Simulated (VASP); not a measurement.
## Hf: electric field gradients with PBEsol

The system is Hf.

```xyz
1
Lattice="-0.0222 2.2089 2.2089 2.2089 -0.0222 2.2089 2.2089 2.2089 -0.0222" Properties=species:S:1:pos:R:3 pbc="T T T"
Hf    0.0000    0.0000    0.0000
```

This cell differs from its parent crystal: equal xy, yz and zx shear strains of -1 %.

```yaml
Program: VASP 6.6.1
Task: electric field gradients
Functional: PBEsol
Potentials_or_basis: VASP PAW PBE potentials, release 64 (Hf_pv)
Cutoff: 520 eV
k_mesh: 16 × 16 × 16
Occupations: fermi-dirac, width 0.03 eV
Spin: no spin polarisation
Dipole_correction: no
Further_INCAR_settings: ALGO = Normal; EDIFF = 1e-08; NBANDS = 11
```

| Property | Result |
| --- | --- |
| Pressure | -2.0 GPa |
| Band gap on the k mesh | zero (band 5 reaches 6.13 eV, above the bottom of band 6 at 4.33 eV) |

Stress tensor (GPa, compression positive):
```
-2.00  0.56  0.56
 0.56 -2.00  0.56
 0.56  0.56 -2.00
```

Levels at points of the mesh, in eV from the Fermi level:
| k point | band 3 | band 4 | band 5 | band 6 | band 7 | band 8 |
| --- | --- | --- | --- | --- | --- | --- |
| (0.00, 0.00, 0.00) | -29.87 | -7.29 | 1.32 | 1.32 | 1.56 | 4.27 |
| (0.50, 0.00, 0.00) | -29.99 | -3.72 | 0.64 | 1.06 | 1.31 | 6.36 |
| (0.50, 0.50, 0.00) | -30.18 | -3.35 | -2.21 | 2.66 | 6.46 | 7.11 |
| (0.50, 0.50, 0.50) | -30.01 | -3.66 | 0.81 | 1.11 | 1.11 | 6.51 |

Electric field gradients, principal values (V/Å²):
| atom | least | middle | greatest (by size) |
| --- | --- | --- | --- |
| 1 Hf | -12.349 | -12.349 | 24.698 |

It took 32 s on 1 thread of Intel(R) Xeon(R) 6975P-C (Granite Rapids), with other jobs on the host, peak memory 0.22 GiB.

Caveat: the cell differs from its parent crystal (equal xy, yz and zx shear strains of -1 %); without QUAD_EFG the Cq values of the log hold for a quadrupole moment of 1 mb, not for the nuclei; the PAW data sets were made with another functional, which shifts forces and pressure a little; spin-orbit coupling is left out, which moves the levels of the heavy elements.
